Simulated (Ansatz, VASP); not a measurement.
Zr2HS4: VASP beside Ansatz

File INCAR:

```
PREC     = Accurate       # precision mode
ENCUT    = 400            # plane-wave cutoff, eV
EDIFF    = 1E-6           # SCF threshold, eV
ISMEAR   = 0              # smearing method
SIGMA    = 0.05           # smearing width, eV
LREAL    = F              # projectors in reciprocal space
LASPH    = T              # aspherical terms in the spheres
NELM     = 120            # most SCF steps
ALGO     = Normal         # electronic algorithm
ISIF     = 2              # what is computed and relaxed
LWAVE    = F              # write WAVECAR
LCHARG   = T              # write CHGCAR
LDIPOL   = T            
IDIPOL   = 3            
DIPOL    = 0.5 0.5 0.274
GGA      = PE             # functional
IVDW     = 12             # dispersion correction
LELF     = T              # ELF
LVHAR    = T            
LVACPOTAV= T            
NBANDS   = 62             # bands
GGA_COMPAT= F            
NELMDL   = -8
```

Contents of KPOINTS:

```
Automatic mesh
0
Gamma
  6 6 1
```

The input POSCAR:

```
Zr2HS4
1.0
    7.2976778227      0.0000000000      0.0000000000
   -3.6488389114      6.3199743831      0.0000000000
    0.0000000000      0.0000000000     20.9171506047
S Zr H
8 4 2
Direct
    0.3333333333      0.1666666667      0.1912306354
    0.3333333333      0.6666666667      0.1912306354
    0.8333333333      0.1666666667      0.1912306354
    0.8333333333      0.6666666667      0.1912306354
    0.1666666667      0.3333333333      0.3306927762
    0.1666666667      0.8333333333      0.3306927762
    0.6666666667      0.3333333333      0.3306927762
    0.6666666667      0.8333333333      0.3306927762
    0.0000000000      0.0000000000      0.2609617058
    0.0000000000      0.5000000000      0.2609617058
    0.5000000000      0.0000000000      0.2609617058
    0.5000000000      0.5000000000      0.2609617058
    0.3869988249      0.7739976498      0.3522062227
    0.4463345084      0.8926690169      0.3522062227
```

Input for Ansatz:

```yaml
crystal:
  lattice:
    - [7.2976778227, 0.0, 0.0]
    - [-3.6488389114, 6.3199743831, 0.0]
    - [0.0, 0.0, 20.9171506047]
  atoms:
    - { symbol: S, position: [0.3333333333, 0.1666666667, 0.1912306354] }
    - { symbol: S, position: [0.3333333333, 0.6666666667, 0.1912306354] }
    - { symbol: S, position: [0.8333333333, 0.1666666667, 0.1912306354] }
    - { symbol: S, position: [0.8333333333, 0.6666666667, 0.1912306354] }
    - { symbol: Zr, position: [0.0, 0.0, 0.2609617058] }
    - { symbol: Zr, position: [0.0, 0.5, 0.2609617058] }
    - { symbol: Zr, position: [0.5, 0.0, 0.2609617058] }
    - { symbol: Zr, position: [0.5, 0.5, 0.2609617058] }
    - { symbol: S, position: [0.1666666667, 0.3333333333, 0.3306927762] }
    - { symbol: S, position: [0.1666666667, 0.8333333333, 0.3306927762] }
    - { symbol: S, position: [0.6666666667, 0.3333333333, 0.3306927762] }
    - { symbol: S, position: [0.6666666667, 0.8333333333, 0.3306927762] }
    - { symbol: H, position: [0.3869988249, 0.7739976498, 0.3522062227] }
    - { symbol: H, position: [0.4463345084, 0.8926690169, 0.3522062227] }
basis:
  ecutwfc: 420
kpoints:
  mp_grid: { grid: [6, 6, 1] }
hamiltonian:
  xc: pbe
  pseudopotentials: { kind: paw, azcp: { folder: soft_1 } }
  dispersion: d3bj
scf:
  occupations: { method: gaussian, width: 0.05 }
output:
  forces: true
  eigenvalues: true
efield:
  axis: 3
  dipole_correction: true
  ramp_width: 0.04
```

Alike in both runs: task single point; functional PBE; dispersion D3(BJ); k mesh 6 × 6 × 1; occupations gaussian, width 0.05 eV; no spin polarisation.

```csv
,VASP,Ansatz
version,VASP 6.6.1,Ansatz 0.2.0
potentials or method,"VASP PAW PBE potentials, release 64 (S, Zr_sv, H), cutoff 400 eV","scalar-relativistic, plane waves, PAW"
valence electrons in the cell,98,98
```

|  | VASP | Ansatz | Ansatz less VASP |
| --- | --- | --- | --- |
| gap on the k mesh at the Fermi level (eV) | 0.33 | 0.34 | +0.005 |
| least direct gap on the mesh (eV) | 0.69 | 0.69 | 0.000 |
| rms of the force components (eV/Å) | 0.870 | 0.868 | -0.0015 |
